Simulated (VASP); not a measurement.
Wanted: the native input for a VASP 6.6.1 run.

| Item | Value |
| --- | --- |
| Task | single point |
| Functional | PBEsol |
| Potentials or basis | VASP PAW PBE potentials, release 64 (Pb_d, O) |
| Cutoff | 520 eV |
| k mesh | 8 × 8 × 10 |
| Occupations | gaussian, width 0.1 eV |
| Spin | no spin polarisation |
| Dipole correction | no |
| Further INCAR settings | ALGO = Normal; EDIFF = 1e-07; NBANDS = 35 |

The structure of PbO2 lies in POSCAR:

```
PbO2
1.0
    5.2221374319      0.0000000000      0.0000000000
    0.0000000000      5.2221374319      0.0000000000
    0.0000000000      0.0000000000      3.3018066189
Pb O
2 4
Direct
    0.0000000000      0.0000000000      0.0000000000
    0.5000000000      0.5000000000      0.5000000000
    0.3092224077      0.3092224077      0.0000000000
    0.1907775923      0.8092224077      0.5000000000
    0.6907775923      0.6907775923      0.0000000000
    0.8092224077      0.1907775923      0.5000000000
```

This cell differs from its parent crystal: biaxial strain in the a-b plane: +4.5 %, then relaxed in part.

These files were run (other wordings do the same):

INCAR

```
PREC = Accurate ; ENCUT = 520
EDIFF = 1E-7 ; ISMEAR = 0
SIGMA = 0.1 ; LREAL = False
LASPH = True ; NELM = 100
ALGO = Normal ; ISIF = 2
LWAVE = False ; LCHARG = False
GGA = PS ; NBANDS = 35
```

KPOINTS

```
Automatic mesh
0
Gamma
  8 8 10
```

Potentials or basis: VASP PAW PBE potentials, release 64 (Pb_d, O).

Launch:

```sh
$ cat potpaw_PBE.64/Pb_d/POTCAR potpaw_PBE.64/O/POTCAR > POTCAR
$ mpirun -np 1 vasp_std > vasp.out
```

Results of the run:

- Pressure: -3.7 GPa
- Largest force: 0.025 eV/Å
- Band gap on the k mesh: 0.01 eV (least direct gap 0.09 eV)

Caveat: the cell differs from its parent crystal (biaxial strain in the a-b plane: +4.5 %, then relaxed in part); the stress differs along the axes, from -6 to 0 GPa; the PAW data sets were made with another functional, which shifts forces and pressure a little; spin-orbit coupling is left out, which moves the levels of the heavy elements.

Wall time 2.6 min on 1 thread of Intel(R) Xeon(R) Platinum 8488C (Sapphire Rapids), on a shared host, peak memory 0.35 GiB.
